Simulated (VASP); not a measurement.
Input of a VASP 6.6.1 run:

File INCAR:

```
PREC = Accurate
ENCUT = 520
EDIFF = 1E-8
ISMEAR = -1
SIGMA = 0.08
LREAL = F
LASPH = T
NELM = 80
ALGO = Normal
ISIF = 2
LWAVE = F
LCHARG = F
GGA = PS
LEFG = T
NBANDS = 14
```

KPOINTS

```
Automatic mesh
0
Gamma
  16 16 16
```

File POSCAR:

```
Rh
1.0
    0.0000000000      1.8635190000      1.9015500000
    1.8635190000      0.0000000000      1.9015500000
    1.8635190000      1.8635190000      0.0000000000
Rh
1
Direct
    0.0000000000      0.0000000000      0.0000000000
```

Potentials or basis: VASP PAW PBE potentials, release 64 (Rh_pv).

Run with:

```bash
$ cat potpaw_PBE.64/Rh_pv/POTCAR > POTCAR
$ mpirun -np 1 vasp_std > vasp.out
```

**Question.** Predict the pressure.

**Answer.** 7.2 GPa.

Electric field gradients, principal values (V/Å²):
```tsv
atom	least	middle	greatest (by size)
1 Rh	-0.823	-0.826	1.649
```

Caveat: the cell differs from its parent crystal (equal xx and yy strain of -2 %); without QUAD_EFG the Cq values of the log hold for a quadrupole moment of 1 mb, not for the nuclei; the PAW data sets were made with another functional, which shifts forces and pressure a little.
